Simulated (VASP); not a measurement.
# In2O3 (P-3m1) in VASP: settings compared, part 3 of 3

VASP 6.6.1. The steps go on from the part before.

**5. Single point, PBEsol**

This run uses another cell than the first one, of 12.34 Å³/atom, 1.035 times its volume.

File INCAR:

```
SYSTEM = In2O3
ALGO = Normal ; EDIFF = 1E-6
ENCUT = 520 ; GGA = PS
ISIF = 2 ; ISMEAR = -1
LASPH = .TRUE. ; LCHARG = .FALSE.
LREAL = .FALSE. ; LWAVE = .FALSE.
NBANDS = 30 ; NELM = 60
PREC = Accurate ; SIGMA = 0.02
```

File KPOINTS:

```
k-points
0
G
  12 12 4
  0 0 0
```

File POSCAR:

```
In2O3
1.0
    3.4185898681      0.0000000000      0.0000000000
   -1.7092949341      2.9605856709      0.0000000000
    0.0000000000      0.0000000000      6.0966424745
In O
2 3
Direct
    0.3333333333      0.6666666667      0.2361734834
    0.6666666667      0.3333333333      0.7638265166
    0.0000000000      0.0000000000      0.0000000000
    0.3333333333      0.6666666667      0.6533984147
    0.6666666667      0.3333333333      0.3466015853
```

Potentials or basis: VASP PAW PBE potentials, release 64 (In_d, O).

The run is started by

```
$ cat potpaw_PBE.64/In_d/POTCAR potpaw_PBE.64/O/POTCAR > POTCAR
$ mpirun -np 1 vasp_std > vasp.out
```

OUTCAR:

```text
SYSTEM = In2O3
   EDIFF = 1E-6
   ENCUT = 520
   GGA = PS
   ISIF = 2
   ISMEAR = -1
   LASPH = .TRUE.
   LREAL = .FALSE.
   NELM = 60
   PREC = Accurate

 ion  position               nearest neighbor table
   1  0.333  0.667  0.236-   5 2.09   5 2.09   5 2.09   3 2.44   3 2.44   3 2.44   4 2.54   2 3.49
                             2 3.49   2 3.49   2 3.77   2 3.77   2 3.77
   2  0.667  0.333  0.764-   4 2.09   4 2.09   4 2.09   3 2.44   3 2.44   3 2.44   5 2.54   1 3.49
                             1 3.49   1 3.49   1 3.77   1 3.77   1 3.77
   3  0.000  0.000  0.000-   1 2.44   2 2.44   2 2.44   1 2.44   2 2.44   1 2.44
   4  0.333  0.667  0.653-   2 2.09   2 2.09   2 2.09   1 2.54
   5  0.667  0.333  0.347-   1 2.09   1 2.09   1 2.09   2 2.54

  LATTYP: Found a hexagonal cell.
 ALAT       =     3.4185898681
 C/A-ratio  =     1.7833793200

  Lattice vectors:

 A1 = (   3.4185898681,   0.0000000000,   0.0000000000)
 A2 = (  -1.7092949341,   2.9605856709,   0.0000000000)
 A3 = (   0.0000000000,   0.0000000000,   6.0966424745)

Analysis of symmetry for initial positions (statically):
=====================================================================
 Subroutine PRICEL returns:
 Original cell was already a primitive cell.

 Routine SETGRP: Setting up the symmetry group for a
 hexagonal supercell.

 Subroutine GETGRP returns: Found 12 space group operations
 (whereof 12 operations were pure point group operations)
 out of a pool of 24 trial point group operations.

The static configuration has the point symmetry D_3d.

Analysis of symmetry for dynamics (positions and initial velocities):
=====================================================================
 Subroutine PRICEL returns:
 Original cell was already a primitive cell.

 Routine SETGRP: Setting up the symmetry group for a
 hexagonal supercell.

 Subroutine GETGRP returns: Found 12 space group operations
 (whereof 12 operations were pure point group operations)
 out of a pool of 24 trial point group operations.

The dynamic configuration has the point symmetry D_3d.

 Subroutine INISYM returns: Found 12 space group operations
 (whereof 12 operations are pure point group operations),
 and found     1 'primitive' translations

----------------------------------------------------------------------------------------

                                     Primitive cell

  volume of cell :      61.7043

  direct lattice vectors                    reciprocal lattice vectors
     3.418589868  0.000000000  0.000000000     0.292518272  0.168885503  0.000000000
    -1.709294934  2.960585671  0.000000000     0.000000000  0.337771006  0.000000000
     0.000000000  0.000000000  6.096642475     0.000000000  0.000000000  0.164024708

  length of vectors
     3.418589868  3.418589868  6.096642475     0.337771006  0.337771006  0.164024708

  position of ions in fractional coordinates (direct lattice)
     0.333333333  0.666666667  0.236173483
     0.666666667  0.333333333  0.763826517
     0.000000000  0.000000000  0.000000000
     0.333333333  0.666666667  0.653398415
     0.666666667  0.333333333  0.346601585

  ion indices of the primitive-cell ions
   primitive index   ion index
                 1           1
                 2           2
                 3           3
                 4           4
                 5           5

----------------------------------------------------------------------------------------

 KPOINTS: k-points

Automatic generation of k-mesh.
 Grid dimensions read from file:
 generate k-points for:   12   12    4

 Generating k-lattice:

  Cartesian coordinates                     Fractional coordinates (reciprocal lattice)
     0.024376523  0.014073792  0.000000000     0.083333333 -0.000000000  0.000000000
     0.000000000  0.028147584  0.000000000     0.000000000  0.083333333  0.000000000
     0.000000000  0.000000000  0.041006177     0.000000000  0.000000000  0.250000000

  Length of vectors
     0.028147584  0.028147584  0.041006177

  Shift w.r.t. Gamma in fractional coordinates (k-lattice)
     0.000000000  0.000000000  0.000000000

 Subroutine IBZKPT returns following result:
 ===========================================

 Found     69 irreducible k-points:

 Following reciprocal coordinates:
            Coordinates               Weight
  0.000000  0.000000  0.000000      1.000000
  0.083333  0.000000  0.000000      6.000000
  0.166667  0.000000  0.000000      6.000000
  0.250000  0.000000  0.000000      6.000000
  0.333333 -0.000000  0.000000      6.000000
  0.416667 -0.000000  0.000000      6.000000
[... 16 lines left out ...]
  0.166667  0.000000  0.250000      6.000000
  0.000000  0.166667  0.250000      6.000000
 [... further k-points ...]
   k-points           NKPTS =     69   k-points in BZ     NKDIM =     69   number of bands    NBANDS=     30
   number of dos      NEDOS =    301   number of ions     NIONS =      5
   total plane-waves  NPLWV =  37632
   dimension x,y,z NGX =    28 NGY =   28 NGZ =   48
   dimension x,y,z NGXF=    56 NGYF=   56 NGZF=   96
   ions per type =               2   3
   NGX,Y,Z   is equivalent  to a cutoff of  13.62, 13.62, 13.09 a.u.
   NGXF,Y,Z  is equivalent  to a cutoff of  27.23, 27.23, 26.18 a.u.
 SYSTEM =  In2O3
   PREC   = accura    normal or accurate (medium, high low for compatibility)
   ISTART =      0    job   : 0-new  1-cont  2-samecut
   ICHARG =      2    charge: 1-file 2-atom 10-const
   ISPIN  =      1    spin polarized calculation?
   LNONCOLLINEAR =      F non collinear calculations
   LSORBIT =      F    spin-orbit coupling
   LASPH  =      T    aspherical Exc in radial PAW
   ENCUT  =  520.0 eV  38.22 Ry    6.18 a.u.   6.36  6.36 11.34*2*pi/ulx,y,z
   NELM   =     60;   NELMIN=  2; NELMDL= -5     # of ELM steps
   EDIFF  = 0.1E-05   stopping-criterion for ELM
   LREAL  =      F    real-space projection
   EDIFFG = 0.1E-04   stopping-criterion for IOM
   NSW    =      0    number of steps for IOM
   IBRION =     -1    ionic relax: 0-MD 1-quasi-New 2-CG
   NFREE  =      0    steps in history (QN), initial steepest desc. (CG)
   ISIF   =      2    stress and relaxation
   ISYM   =      2    0-nonsym 1-usesym 2-fastsym
   POTIM  = 0.5000    time-step for ionic-motion
   TEBEG  =    0.0;   TEEND  =   0.0 temperature during run
   PSTRESS=    0.0 pullay stress
   NELECT =      44.0000    total number of electrons
   NUPDOWN=      -1.0000    fix difference up-down
   EMIN   =  10.00;   EMAX   =-10.00  energy-range for DOS
   EFERMI =   0.00;   METHOD = LEGACY
   ISMEAR =    -1;   SIGMA  =   0.02  broadening in eV -4-tet -1-fermi 0-gaus
   EFERMI_NEDOS =   21; number of points for ismear=-14 and -15
   IALGO  =     38    algorithm
   IMIX   =      4    mixing-type and parameters
     AMIX     =   0.40;   BMIX     =  1.00
     AMIX_MAG =   1.60;   BMIX_MAG =  1.00
  volume/ion in A,a.u.               =      12.34        83.28
  Fermi-wavevector in a.u.,A,eV,Ry     =   1.462583  2.763882 29.104900  2.139150
  Thomas-Fermi vector in A             =   2.578779
   LORBIT       =      0    0 simple, 1 ext, 2 COOP (PROOUT), +10 PAW based schemes
   GGA     = PS    functional components
   LHFCALC =     F    Hartree Fock is set to
   AEXX    =    0.0000 exact exchange contribution
   IVDW    =     0    specifies the selected vdW correction
   LEPSILON=     F    determine dielectric tensor
   LRPA    =     F    only Hartree local field effects (RPA)
 non-spin polarized calculation
  energy-cutoff  :      520.00
  volume of cell :       61.70
 maximum number of plane-waves:      1690
 NGX is ok and might be reduce to    28

 number of electron      43.9999998 magnetization

 Free energy of the ion-electron system (eV)
  ---------------------------------------------------
  ext. energy  EPLUGINS =         0.00000000
  ---------------------------------------------------
  free energy    TOTEN  =       -29.02587776 eV

  energy without entropy =      -29.02587776  energy(sigma->0) =      -29.02587776

 E-fermi :   6.4447     XC(G=0): -11.7099

 val. band max:        6.0764549930   @ k =   0.2500   0.0000   0.2500
 cond. band min:       6.7567731520   @ k =   0.0000   0.0000   0.0000
 fundamental gap:      0.6803181590
 Fermi energy:         6.4447124691

 k-point     1 :       0.0000    0.0000    0.0000
  band No.  band energies     occupation
      1     -11.8181      2.00000
      2     -10.8185      2.00000
      3     -10.0549      2.00000
      4      -6.5482      2.00000
      5      -6.5482      2.00000
      6      -6.5086      2.00000
[... 781 lines left out ...]
     29      18.1168      0.00000
     30      18.8028      0.00000

 [... further k-points ...]
[... 5 lines left out ...]
  --------------------------------------------------------------------------------------
  -------------------------------------------------------------------------------------
  Total        0.2492600      0.2492600      0.0511272     -0.0000000      0.0000000      0.0000000
  in kB        6.4721381      6.4721381      1.3275379     -0.0000000      0.0000000      0.0000000
  external PRESSURE =       4.7572714 kB  Pullay stress =       0.0000000 kB

 VOLUME and BASIS-vectors are now :
 -----------------------------------------------------------------------------
  energy-cutoff  :      520.00
  volume of cell :       61.70
      direct lattice vectors                 reciprocal lattice vectors
     3.418589868  0.000000000  0.000000000     0.292518272  0.168885503  0.000000000
    -1.709294934  2.960585671  0.000000000     0.000000000  0.337771006  0.000000000
     0.000000000  0.000000000  6.096642475     0.000000000  0.000000000  0.164024708

 POSITION                                       TOTAL-FORCE (eV/Angst)
 -----------------------------------------------------------------------------------
     -0.00000      1.97372      1.43987         0.000000     -0.000000      0.001234
      1.70929      0.98686      4.65678        -0.000000      0.000000     -0.001234
      0.00000      0.00000      0.00000        -0.000000      0.000000      0.000000
     -0.00000      1.97372      3.98354        -0.000000      0.000000     -0.018178
      1.70929      0.98686      2.11311         0.000000     -0.000000      0.018178
 -----------------------------------------------------------------------------------
    total drift:                               -0.000000      0.000000      0.000000

  FREE ENERGIE OF THE ION-ELECTRON SYSTEM (eV)
  ---------------------------------------------------
  free  energy   TOTEN  =       -29.0258777555 eV

  energy  without entropy=      -29.0258777550  energy(sigma->0) =      -29.02587776
```

OSZICAR:

```text
N       E                     dE             d eps       ncg     rms          rms(c)
DAV:   1     0.483577474801E+03    0.48358E+03   -0.21673E+04  4304   0.211E+03
DAV:   2     0.366239281112E+02   -0.44695E+03   -0.42127E+03  4348   0.513E+02
DAV:   3    -0.303820642881E+02   -0.67006E+02   -0.65109E+02  4934   0.189E+02
DAV:   4    -0.334908039944E+02   -0.31087E+01   -0.30929E+01  5034   0.417E+01
DAV:   5    -0.335794539678E+02   -0.88650E-01   -0.88630E-01  5412   0.701E+00    0.150E+01
DAV:   6    -0.290975796374E+02    0.44819E+01   -0.13824E+01  6392   0.559E+01    0.105E+01
DAV:   7    -0.290887919755E+02    0.87877E-02   -0.13817E+00  4428   0.894E+00    0.301E+00
DAV:   8    -0.290430515999E+02    0.45740E-01   -0.11143E-01  6314   0.269E+00    0.139E+00
DAV:   9    -0.290263125489E+02    0.16739E-01   -0.24203E-02  6388   0.238E+00    0.313E-01
DAV:  10    -0.290256351201E+02    0.67743E-03   -0.70431E-03  5614   0.728E-01    0.128E-01
DAV:  11    -0.290258730689E+02   -0.23795E-03   -0.19594E-03  6334   0.440E-01    0.768E-02
DAV:  12    -0.290258721739E+02    0.89504E-06   -0.28303E-04  6124   0.143E-01    0.259E-02
DAV:  13    -0.290258779550E+02   -0.57812E-05   -0.53037E-05  4876   0.550E-02    0.780E-03
DAV:  14    -0.290258777555E+02    0.19954E-06   -0.33257E-06  4742   0.129E-02
   1 F= -.29025878E+02 E0= -.29025878E+02  d E =-.456106E-09
```

stdout:

```text
POSCAR found type information on POSCAR InO
 POSCAR found :  2 types and       5 ions
 scaLAPACK will be used
 -----------------------------------------------------------------------------
|                                                                             |
|                                                                             |
|     You enforced a specific xc type in the INCAR file but a different       |
|     I HOPE YOU KNOW WHAT YOU ARE DOING!                                     |
|                                                                             |
 -----------------------------------------------------------------------------

 LDA part: xc-table for (Slater+PW92), standard interpolation
 POSCAR, INCAR and KPOINTS ok, starting setup
 FFT: planning ... GRIDC
 FFT: planning ... GRID_SOFT
 FFT: planning ... GRID
 WAVECAR not read
 entering main loop
```

It took 99 s on 1 thread of AMD EPYC 7R13 (Zen 3), shared host; peak memory 0.21 GiB.

What came out:

| Property | Result |
| --- | --- |
| Free energy | -29.0259 eV |
| Pressure | 0.5 GPa |
| Largest force | 0.018 eV/Å |
| Band gap on the k mesh | 0.68 eV, indirect (least direct gap 0.71 eV) |

Forces in eV/Å, atoms in the order of the input:
```
In   0.000  0.000  0.001
In   0.000  0.000 -0.001
O    0.000  0.000  0.000
O    0.000  0.000 -0.018
O    0.000  0.000  0.018
```

Caveat: the PAW data sets were made with another functional, which shifts forces and pressure a little; spin-orbit coupling is left out, which moves the levels of the heavy elements. A k mesh can miss the band edges.

**6. Summary**

```tsv
level	potentials or basis	cell	smearing	gap on the mesh (eV)	pressure (GPa)	largest force (eV/Å)
LDA	VASP PAW LDA potentials, release 64 (In_d, O)	a = 3.398, b = 3.398, c = 5.963 Å, angles 90.0, 90.0, 120.0°, 5 atoms	fermi-dirac 0.02 eV	0.85	0.7	0.01
PBE	VASP PAW PBE potentials, release 64 (In_d, O)	a = 3.420, b = 3.420, c = 6.096 Å, angles 90.0, 90.0, 120.0°, 5 atoms	fermi-dirac 0.02 eV	0.77	7.1	0.20
LDA	VASP PAW LDA potentials, release 64 (In_d, O)	a = 3.420, b = 3.420, c = 6.096 Å, angles 90.0, 90.0, 120.0°, 5 atoms	gaussian 0.01 eV	0.69	-4.6	0.01
PBEsol	VASP PAW PBE potentials, release 64 (In_d, O)	a = 3.419, b = 3.419, c = 6.097 Å, angles 90.0, 90.0, 120.0°, 5 atoms	fermi-dirac 0.02 eV	0.68	0.5	0.02
```

Some of these runs hold the atoms at other places in the same cell, which the table doesn't show; runs alike in all that it shows share one row.

Alike in all rows: task single point; no spin polarisation; k mesh 12 × 12 × 4; cutoff (eV) 520.

Caveats: spin-orbit coupling is left out, which moves the levels of the heavy elements; the PAW data sets were made with another functional, which shifts forces and pressure a little (some runs).

Total energies depend on the potentials used, so only differences within one code and one set of settings carry meaning.
